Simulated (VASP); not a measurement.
Wanted: the native input for a VASP 6.6.1 run.

```
Task                   : single point
Functional             : PBEsol
Potentials or basis    : VASP PAW PBE potentials, release 64 (Al)
Cutoff                 : 520 eV
k mesh                 : 22 × 22 × 7
Occupations            : gaussian, width 0.15 eV
Spin                   : no spin polarisation
Dipole correction      : no
Further INCAR settings : ALGO = Fast; EDIFF = 1e-06; NBANDS = 14
```

The structure of Al lies in POSCAR:

```
Al
1.0
   -1.6064390039      1.6064390039     -1.6064390039
   -1.6064390039     -1.6064390039      1.6064390039
    0.0000000000      8.5470763591      8.5470763591
Al
4
Direct
    0.0000000000      0.0000000000      0.6578315528
    0.5000000000      0.5000000000      0.0939759361
    0.0000000000      0.0000000000      0.2819278084
    0.5000000000      0.5000000000      0.4698796806
```

One way to write it, as run:

INCAR

```
  PREC = Accurate
  ENCUT = 520
  EDIFF = 1E-6
  ISMEAR = 0
  SIGMA = 0.15
  LREAL = F
  LASPH = T
  NELM = 60
  ALGO = Fast
  ISIF = 2
  LWAVE = F
  LCHARG = F
  GGA = PS
  NBANDS = 14
```

KPOINTS

```
regular mesh
0
Gamma
  22 22 7
```

Potentials or basis: VASP PAW PBE potentials, release 64 (Al).

Command:

```bash
$ cat potpaw_PBE.64/Al/POTCAR > POTCAR
$ mpirun -np 1 vasp_std > vasp.out
```

It gave:

| Item | Value |
| --- | --- |
| Pressure | -1.5 GPa |
| Largest force | 0.115 eV/Å |
| Band gap on the k mesh | zero (band 6 reaches 7.41 eV, above the bottom of band 7 at 3.71 eV) |

Caveat: the PAW data sets were made with another functional, which shifts forces and pressure a little.

Wall time 4.4 min on 1 thread of Intel(R) Xeon(R) 6975P-C (Granite Rapids) (shared host), peak memory 0.58 GiB.
